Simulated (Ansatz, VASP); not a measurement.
# W: VASP beside Ansatz

File INCAR:

```
SYSTEM = W
PREC     = Accurate       ! precision mode
ENCUT    = 520            ! plane-wave cutoff, eV
EDIFF    = 1E-7           ! SCF threshold, eV
ISMEAR   = 0              ! smearing method
SIGMA    = 0.022          ! smearing width, eV
LREAL    = .FALSE.        ! projectors in reciprocal space
LASPH    = .TRUE.         ! aspherical terms in the spheres
NELM     = 80             ! most SCF steps
ALGO     = Normal         ! electronic algorithm
ISIF     = 2              ! what is computed and relaxed
LWAVE    = .FALSE.        ! write WAVECAR
LCHARG   = .FALSE.        ! write CHGCAR
GGA      = PE             ! functional
NBANDS   = 13             ! bands
```

File KPOINTS:

```
Automatic mesh
0
G
  12 12 12
  0 0 0
```

The input POSCAR:

```
W
1.0
   -1.5823450000      1.5823450000      1.5823450000
    1.5823450000     -1.5823450000      1.5823450000
    1.5823450000      1.5823450000     -1.5823450000
W
1
Direct
    0.0000000000      0.0000000000      0.0000000000
```

input.yaml

```yaml
crystal:
  lattice:
    - [-1.582345, 1.582345, 1.582345]
    - [1.582345, -1.582345, 1.582345]
    - [1.582345, 1.582345, -1.582345]
  atoms:
    - { symbol: W, position: [0.0, 0.0, 0.0] }
kpoints:
  mp_grid: { grid: [12, 12, 12] }
scf:
  occupations: { method: gaussian, width: 0.022 }
hamiltonian:
  xc: pbe
  pseudopotentials: { kind: all_electron, lapw: { basis_error: 0.001 } }
output:
  forces: true
  stress: true
  eigenvalues: true
```

Alike in both runs: task single point; functional PBE; k mesh 12 × 12 × 12; occupations gaussian, width 0.022 eV; no spin polarisation.

```csv
,VASP,Ansatz
version,VASP 6.6.1,Ansatz 0.2.0
potentials or method,"VASP PAW PBE potentials, release 64 (W_sv), cutoff 520 eV","all-electron LAPW, scalar-relativistic"
```

Ansatz gave:

```
gap on the k mesh at the Fermi level (eV) : none
pressure (GPa)                            : 6.1
```

Problem. What did VASP give for the same quantities?

Solution. gap on the k mesh at the Fermi level (eV): none; pressure (GPa): 6.7.

A gap of «none» marks a metal or a gap that the smearing closes. Ansatz ran all-electron here, and VASP with PAW potentials.

Spin-orbit coupling is off throughout.
